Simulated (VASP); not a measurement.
# K8Ta8HO23 (a cell with a defect) in VASP: further runs, part 2 of 2

VASP 6.6.1. Earlier steps stand in the parts before.

**3. Relaxation of the atoms, PBEsol**

Contents of INCAR:

```
ALGO = Normal
EDIFF = 1E-7
EDIFFG = -0.03
ENCUT = 520
GGA = PS
GGA_COMPAT = False
IBRION = 2
ISIF = 2
ISMEAR = -1
ISYM = -1
LASPH = True
LCHARG = False
LREAL = Auto
LWAVE = False
NELECT = 300.0
NELM = 120
NELMIN = 4
NSW = 100
PREC = Accurate
SIGMA = 0.05
```

Contents of KPOINTS:

```
explicit points
1
Reciprocal
  0.25000000   0.25000000   0.25000000 1
```

Contents of POSCAR:

```
K8Ta8HO23
1.0
    7.9708780000      0.0000000000      0.0000000000
    0.0000000000      7.9708780000      0.0000000000
    0.0000000000      0.0000000000      7.9708780000
K Ta O H
8 8 23 1
Direct
    0.0003550000      0.9981920000      0.0043220000
    0.0035530000      0.0034720000      0.4975830000
    0.0030300000      0.4975830000      0.9979440000
    0.0011030000      0.5016650000      0.4968590000
    0.5005050000      0.0033720000      0.0020550000
    0.5005020000      0.0003240000      0.4936100000
    0.4990280000      0.5005330000      0.9993380000
    0.5031620000      0.4962260000      0.4987730000
    0.2465880000      0.2528750000      0.2506110000
    0.2548860000      0.2454180000      0.7441330000
    0.2526710000      0.7497290000      0.2529600000
    0.2503170000      0.7482150000      0.7497180000
    0.7526790000      0.2507980000      0.2532320000
    0.7481870000      0.2495920000      0.7520200000
    0.7467570000      0.7474530000      0.2544660000
    0.7530900000      0.7506280000      0.7519370000
    0.2482530000      0.2528480000      0.0018830000
    0.2530060000      0.7526080000      0.9995100000
    0.2508370000      0.7518010000      0.4987430000
    0.7498370000      0.2476560000      0.9942980000
    0.7495960000      0.2476320000      0.5009710000
    0.7498020000      0.7536570000      0.0017910000
    0.7472140000      0.7479720000      0.5000600000
    0.0034420000      0.2507540000      0.2485920000
    0.0001790000      0.2495440000      0.7507860000
    0.0027840000      0.7486420000      0.2529440000
    0.9990940000      0.7480870000      0.7504130000
    0.5010360000      0.2496760000      0.2494390000
    0.5025580000      0.2504650000      0.7538650000
    0.5018300000      0.7488170000      0.2479180000
    0.5012150000      0.7491210000      0.7520750000
    0.2532250000      0.0012730000      0.2489260000
    0.2497310000      0.9990130000      0.7508910000
    0.2515250000      0.5006490000      0.2497940000
    0.2467700000      0.4971010000      0.7450630000
    0.7544030000      0.9993000000      0.2492760000
    0.7475610000      0.0056180000      0.7495660000
    0.7514550000      0.5001790000      0.2531420000
    0.7480830000      0.5004910000      0.7462760000
    0.2511510000      0.2500400000      0.4999820000
```

Potentials or basis: VASP PAW PBE potentials, release 64 (K_sv, Ta_pv, O, H).

The run is started by

```sh
cat potpaw_PBE.64/K_sv/POTCAR potpaw_PBE.64/Ta_pv/POTCAR potpaw_PBE.64/O/POTCAR potpaw_PBE.64/H/POTCAR > POTCAR
mpirun -np 1 vasp_std > vasp.out
```

OUTCAR:

```text
EDIFF = 1E-7
   EDIFFG = -0.03
   ENCUT = 520
   GGA = PS
   IBRION = 2
   ISIF = 2
   ISMEAR = -1
   ISYM = -1
   LASPH = True
   LREAL = Auto
   NELECT = 300.0
   NELM = 120
   NELMIN = 4
   NSW = 100
   PREC = Accurate

 ion  position               nearest neighbor table
   1  0.000  0.998  0.004-  36 2.77  22 2.79  24 2.80  32 2.80  26 2.81  18 2.81  20 2.82  17 2.83
                            33 2.83  27 2.84  25 2.85  37 2.86  16 3.44   9 3.44  13 3.45  11 3.45
   2  0.004  0.003  0.498-  24 2.80  36 2.80  21 2.81  32 2.81  19 2.81  25 2.81  26 2.82  33 2.82
                            37 2.86  27 2.86  23 2.88   9 3.40  10 3.41  13 3.42  11 3.44  12 3.47
   3  0.003  0.498  0.998-  17 2.76  25 2.79  35 2.80  24 2.80  27 2.81  34 2.82  20 2.84  18 2.85
                            26 2.85  39 2.86  38 2.86  22 2.87   9 3.41  12 3.43  14 3.45  16 3.45
   4  0.001  0.502  0.497-  26 2.77  38 2.78  35 2.78  34 2.80  24 2.81  19 2.82  27 2.82  23 2.82
                            39 2.83  21 2.85  25 2.85   9 3.41  15 3.42  13 3.42  11 3.42  12 3.45
   5  0.501  0.003  0.002-  28 2.78  20 2.78  32 2.79  29 2.79  18 2.81  22 2.81  37 2.82  30 2.82
[... 614 lines left out ...]
 fundamental gap:      0.0669720700
 Fermi energy:         4.6561628573

 k-point     1 :       0.2500    0.2500    0.2500
  band No.  band energies     occupation
      1     -32.2620      2.00000
      2     -32.2558      2.00000
      3     -32.2520      2.00000
      4     -32.2360      2.00000
      5     -32.2252      2.00000
      6     -32.1876      2.00000
[... 154 lines left out ...]
    161       6.5515      0.00000
    162       6.5540      0.00000
 [bands above 162 left out]

------------------------ aborting loop because EDIFF is reached ----------------------------------------

  FORCE on cell =-STRESS in cart. coord.  units (eV):
  Direction    XX          YY          ZZ          XY          YZ          ZX
  --------------------------------------------------------------------------------------
  -------------------------------------------------------------------------------------
  Total       11.9704494     11.9658878     14.3767179     -2.1056710     -1.2051644     -1.2108047
  in kB       37.8706320     37.8562005     45.4832875     -6.6616622     -3.8127504     -3.8305946
  external PRESSURE =      40.4033733 kB  Pullay stress =       0.0000000 kB
[... 55 lines left out ...]
  FREE ENERGIE OF THE ION-ELECTRON SYSTEM (eV)
  ---------------------------------------------------
  free  energy   TOTEN  =      -332.1322448614 eV

  energy  without entropy=     -331.9384026603  energy(sigma->0) =     -332.03532376

 reached required accuracy - stopping structural energy minimisation
```

OSZICAR:

```text
N       E                     dE             d eps       ncg     rms          rms(c)
DAV:   1     0.297167647160E+04    0.29717E+04   -0.16370E+05   360   0.168E+03
DAV:   2    -0.101552599181E+03   -0.30732E+04   -0.29589E+04   420   0.492E+02
DAV:   3    -0.380951823002E+03   -0.27940E+03   -0.27684E+03   424   0.143E+02
[... 183 lines left out ...]
DAV:   5    -0.332132246033E+03    0.67341E-05   -0.65636E-05   424   0.246E-02    0.114E-02
DAV:   6    -0.332132244889E+03    0.11444E-05   -0.12264E-05   464   0.134E-02    0.633E-03
DAV:   7    -0.332132245071E+03   -0.18186E-06   -0.68777E-06   408   0.769E-03    0.448E-03
DAV:   8    -0.332132244905E+03    0.16595E-06   -0.19221E-06   360   0.371E-03    0.256E-03
DAV:   9    -0.332132244861E+03    0.43347E-07   -0.35669E-07   288   0.209E-03
  16 F= -.33213224E+03 E0= -.33203532E+03  d E =-.298035E-03
```

It took 32 min on 1 thread of Intel Xeon Platinum 8259CL at 2.50GHz (Skylake/Cascade Lake), shared host; peak memory 0.61 GiB.

What came out:

| Property | Result |
| --- | --- |
| Free energy | -332.1322 eV |
| Energy gained by relaxing | 17.3 meV/atom |
| Ionic steps | 16 |
| Largest force after relaxing | 0.027 eV/Å |

Forces on the atoms (eV/Å):
```
K    0.001  0.006  0.001
K   -0.003  0.000 -0.005
K    0.006 -0.006  0.004
K    0.000 -0.002 -0.002
K   -0.002 -0.003  0.002
K   -0.002 -0.005 -0.002
K   -0.004 -0.004  0.002
K    0.001  0.005 -0.001
Ta   0.004 -0.005  0.027
Ta  -0.005  0.017 -0.012
Ta  -0.006  0.000 -0.002
Ta   0.014 -0.008  0.000
Ta  -0.014 -0.003  0.003
Ta   0.005  0.010  0.003
Ta   0.003 -0.001  0.016
Ta  -0.009  0.000 -0.026
O    0.002 -0.005 -0.010
O    0.001  0.000 -0.005
O   -0.001 -0.003 -0.003
O   -0.001  0.007 -0.016
O    0.004 -0.012 -0.009
O   -0.001 -0.005 -0.014
O   -0.004  0.009  0.006
O    0.010 -0.003 -0.010
O    0.009  0.000  0.015
O    0.013 -0.002 -0.009
O    0.002 -0.003  0.013
O   -0.005  0.001  0.002
O   -0.002 -0.001  0.012
O   -0.014 -0.003  0.006
O    0.006 -0.002 -0.005
O   -0.005  0.012  0.007
O    0.000  0.001  0.006
O   -0.009 -0.010 -0.011
O    0.007  0.002  0.016
O   -0.006  0.014  0.009
O    0.009  0.005 -0.011
O   -0.006 -0.008 -0.010
O    0.002  0.004  0.009
H   -0.002  0.001  0.003
```

Step by step:
```tsv
step	energy change (eV)	largest force (eV/Å)	pressure (GPa)
1	0.0000	3.5998	3.83
2	-0.1788	3.4413	4.83
3	-0.5817	0.6457	4.13
4	-0.6349	0.6436	4.24
5	-0.6373	0.4452	4.21
6	-0.6680	0.1870	4.11
7	-0.6722	0.2554	4.08
8	-0.6861	0.1364	4.05
9	-0.6861	0.1371	4.05
10	-0.6903	0.0903	4.05
11	-0.6903	0.0899	4.05
12	-0.6918	0.0505	4.03
13	-0.6918	0.0512	4.03
14	-0.6926	0.0364	4.03
15	-0.6926	0.0505	4.03
16	-0.6929	0.0273	4.04
```

Final structure:
```
K Ta O H
1.0
     7.97088    0.00000    0.00000
     0.00000    7.97088    0.00000
     0.00000    0.00000    7.97088
K Ta O H
8 8 23 1
Direct
  0.99988 0.99894 0.99963
  0.99943 0.99859 0.50039
  0.99926 0.50145 0.99979
  0.99921 0.50158 0.49998
  0.50224 0.99861 0.99989
  0.50245 0.99842 0.49990
  0.50179 0.50101 0.00013
  0.50232 0.50136 0.49953
  0.25129 0.25047 0.24258
  0.25027 0.24955 0.75679
  0.25077 0.75128 0.25072
  0.25075 0.74876 0.74899
  0.75221 0.24985 0.25078
  0.74940 0.24996 0.74907
  0.75083 0.74992 0.24996
  0.75073 0.74992 0.75030
  0.25047 0.25042 0.99975
  0.25042 0.74972 0.99989
  0.25099 0.75040 0.49988
  0.75098 0.24988 0.00005
  0.75048 0.25005 0.50000
  0.75102 0.74992 0.00009
  0.75053 0.74987 0.50004
  0.00275 0.25010 0.25524
  0.00247 0.25018 0.74391
  0.00069 0.75010 0.25010
  0.00059 0.75002 0.74984
  0.49904 0.24942 0.25503
  0.49878 0.25010 0.74486
  0.50093 0.75027 0.24936
  0.50072 0.74965 0.75053
  0.25085 0.00183 0.25433
  0.25117 0.00186 0.74450
  0.25079 0.49818 0.25573
  0.25041 0.49809 0.74425
  0.75129 0.99979 0.24966
  0.75017 0.99986 0.75054
  0.75103 0.50001 0.24987
  0.75048 0.50002 0.75018
  0.25115 0.24959 0.49971
```

Levels at points of the mesh, in eV from the Fermi level:
```csv
k point,band 148,band 149,band 150,band 151,band 152,band 153
"(0.25, 0.25, 0.25)",-3.27,-3.21,-0.01,0.05,0.10,0.17
```

Caveat: the cell carries a net charge on a neutralising background, which shifts energy and pressure; the cell is charged against a uniform background, so pressure and absolute levels hang on convention; the PAW data sets were made with another functional, which shifts forces and pressure a little; spin-orbit coupling is left out, which moves the levels of the heavy elements.
